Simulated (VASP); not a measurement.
# KSiRu in VASP: notebook, part 2 of 2

VASP 6.6.1. Earlier steps stand in the parts before.

**3. Single point, PBE**

INCAR

```
PREC     = Accurate       # precision mode
ENCUT    = 520            # plane-wave cutoff, eV
EDIFF    = 1E-7           # SCF threshold, eV
ISMEAR   = 0              # smearing method
SIGMA    = 0.1            # smearing width, eV
LREAL    = False          # projectors in reciprocal space
LASPH    = True           # aspherical terms in the spheres
NELM     = 100            # most SCF steps
ALGO     = Normal         # electronic algorithm
ISIF     = 2              # what is computed and relaxed
LWAVE    = False          # write WAVECAR
LCHARG   = False          # write CHGCAR
LDIPOL   = True         
IDIPOL   = 3            
DIPOL    = 0.5 0.5 0.299
GGA      = PE             # functional
NBANDS   = 20             # bands
```

KPOINTS

```
Automatic mesh
0
Gamma
  10 10 1
```

POSCAR

```
KSiRu
1.0
    4.5522089230      0.0000000000      0.0000000000
    0.0000000000      4.5522089230      0.0000000000
    0.0000000000      0.0000000000     28.6831480000
K Si Ru
1 1 1
Direct
    0.0000000000      0.0000000000      0.2925517669
    0.5000000000      0.5000000000      0.3384105009
    0.5000000000      0.5000000000      0.2653828607
```

Potentials or basis: VASP PAW PBE potentials, release 64 (K_sv, Si, Ru_pv).

Run with:

```console
cat potpaw_PBE.64/K_sv/POTCAR potpaw_PBE.64/Si/POTCAR potpaw_PBE.64/Ru_pv/POTCAR > POTCAR
mpirun -np 1 vasp_std > vasp.out
```

It took 5.3 min on 1 thread of Intel Xeon Platinum 8488C (Sapphire Rapids), shared host; peak memory 0.78 GiB.

Results (log left out):

* Free energy: -10.9469 eV
* Largest force: 0.090 eV/Å
* Band gap on the k mesh: zero (an odd number of electrons rules out a gap without spin polarisation)

Forces on the atoms (eV/Å):
```
K    0.000  0.000  0.003
Si   0.000  0.000  0.087
Ru   0.000  0.000 -0.090
```

Levels at points of the mesh, in eV from the Fermi level:
```
           k point  band 12  band 13  band 14  band 15  band 16  band 17
(0.00, 0.00, 0.00)    -1.25    -0.70    -0.24     1.43     1.89     1.89
(0.50, 0.00, 0.00)    -0.60    -0.15     0.15     0.39     1.95     2.34
(0.50, 0.50, 0.00)    -0.46     0.11     0.49     0.67     0.67     3.13
```

**4. Single point, PBE**

This run uses another cell than the first one.

INCAR

```
  PREC = Accurate
  ENCUT = 520
  EDIFF = 1E-6
  ISMEAR = 0
  SIGMA = 0.1
  LREAL = F
  LASPH = T
  NELM = 100
  ALGO = Normal
  ISIF = 2
  LWAVE = F
  LCHARG = F
  LDIPOL = T
  IDIPOL = 3
  DIPOL = 0.5 0.5 0.299
  GGA = PE
  NBANDS = 20
```

KPOINTS is that of step 3.

POSCAR

```
KSiRu
1.0
    4.5440694025      0.0000000000      0.0000000000
    0.0000000000      4.5440694025      0.0000000000
    0.0000000000      0.0000000000     28.6831480000
K Si Ru
1 1 1
Direct
    0.0000000000      0.0000000000      0.2930605714
    0.5000000000      0.5000000000      0.3381667149
    0.5000000000      0.5000000000      0.2651178422
```

Potentials or basis: VASP PAW PBE potentials, release 64 (K_sv, Si, Ru_pv).

Run with:

```console
cat potpaw_PBE.64/K_sv/POTCAR potpaw_PBE.64/Si/POTCAR potpaw_PBE.64/Ru_pv/POTCAR > POTCAR
mpirun -np 1 vasp_std > vasp.out
```

OUTCAR:

```text
PREC = Accurate
   ENCUT = 520
   EDIFF = 1E-6
   ISMEAR = 0
   LREAL = F
   LASPH = T
   NELM = 100
   ISIF = 2
   GGA = PE

 ion  position               nearest neighbor table
   1  0.000  0.000  0.293-   3 3.31   3 3.31   3 3.31   3 3.31   2 3.46   2 3.46   2 3.46   2 3.46

   2  0.500  0.500  0.338-   3 2.10   1 3.46   1 3.46   1 3.46   1 3.46
   3  0.500  0.500  0.265-   2 2.10   1 3.31   1 3.31   1 3.31   1 3.31

  LATTYP: Found a simple tetragonal cell.
 ALAT       =     4.5440694025
 C/A-ratio  =     6.3122160908

  Lattice vectors:

 A1 = (   4.5440694025,   0.0000000000,   0.0000000000)
 A2 = (   0.0000000000,   4.5440694025,   0.0000000000)
 A3 = (   0.0000000000,   0.0000000000,  28.6831480000)

Analysis of symmetry for initial positions (statically):
=====================================================================
 Subroutine PRICEL returns:
 Original cell was already a primitive cell.

 Routine SETGRP: Setting up the symmetry group for a
 simple tetragonal supercell.

 Subroutine GETGRP returns: Found  8 space group operations
 (whereof  8 operations were pure point group operations)
 out of a pool of 16 trial point group operations.

[... 169 lines left out ...]
 fundamental gap:      0.0041341480
 Fermi energy:        -2.9739862891

 k-point     1 :       0.0000    0.0000    0.0000
  band No.  band energies     occupation
      1     -44.8583      2.00000
      2     -44.1340      2.00000
      3     -44.1340      2.00000
      4     -32.8990      2.00000
      5     -16.5086      2.00000
      6     -16.3832      2.00000
[... 472 lines left out ...]
     19       0.3637      0.00000
     20       1.3294      0.00000

------------------------ aborting loop because EDIFF is reached ----------------------------------------

 vacuum level on the upper side and lower side of the slab       (xc-potential included)         0.160        -0.176

  FORCE on cell =-STRESS in cart. coord.  units (eV):
  Direction    XX          YY          ZZ          XY          YZ          ZX
  --------------------------------------------------------------------------------------
  -------------------------------------------------------------------------------------
  Total        0.0585443      0.0585443      0.1508051      0.0000000     -0.0000000      0.0000000
  in kB        0.1583719      0.1583719      0.4079527      0.0000000     -0.0000000      0.0000000
  external PRESSURE =       0.2415655 kB  Pullay stress =       0.0000000 kB

 VOLUME and BASIS-vectors are now :
 -----------------------------------------------------------------------------
  energy-cutoff  :      520.00
  volume of cell :      592.27
      direct lattice vectors                 reciprocal lattice vectors
     4.544069402  0.000000000  0.000000000     0.220067061  0.000000000  0.000000000
     0.000000000  4.544069402  0.000000000     0.000000000  0.220067061  0.000000000
     0.000000000  0.000000000 28.683148000     0.000000000  0.000000000  0.034863677

 POSITION                                       TOTAL-FORCE (eV/Angst)
 -----------------------------------------------------------------------------------
      0.00000      0.00000      8.40590         0.000000     -0.000000     -0.006624
      2.27203      2.27203      9.69969         0.000000      0.000000      0.082835
      2.27203      2.27203      7.60441         0.000000     -0.000000     -0.076211
 -----------------------------------------------------------------------------------
    total drift:                                0.000000      0.000000     -0.000285

  FREE ENERGIE OF THE ION-ELECTRON SYSTEM (eV)
  ---------------------------------------------------
  free  energy   TOTEN  =       -10.9467018541 eV

  energy  without entropy=      -10.9303503945  energy(sigma->0) =      -10.93852612

 vacuum level on the upper side and lower side of the slab         1.154         0.811
```

stdout:

```text
POSCAR found type information on POSCAR K SiRu
 POSCAR found :  3 types and       3 ions
 scaLAPACK will be used
 LDA part: xc-table for (Slater+PW92), standard interpolation
 POSCAR, INCAR and KPOINTS ok, starting setup
 FFT: planning ... GRIDC
 FFT: planning ... GRID_SOFT
 FFT: planning ... GRID
 WAVECAR not read
 entering main loop
```

Wall time 5.6 min (1 thread of Intel Xeon Platinum 8488C (Sapphire Rapids), shared host); peak memory 0.76 GiB.

Results:

```
Free energy            : -10.9467 eV
Largest force          : 0.083 eV/Å
Band gap on the k mesh : zero (an odd number of electrons rules out a gap without spin polarisation)
```

Forces in eV/Å, atoms in the order of the input:
```
K    0.000  0.000 -0.007
Si   0.000  0.000  0.083
Ru   0.000  0.000 -0.076
```
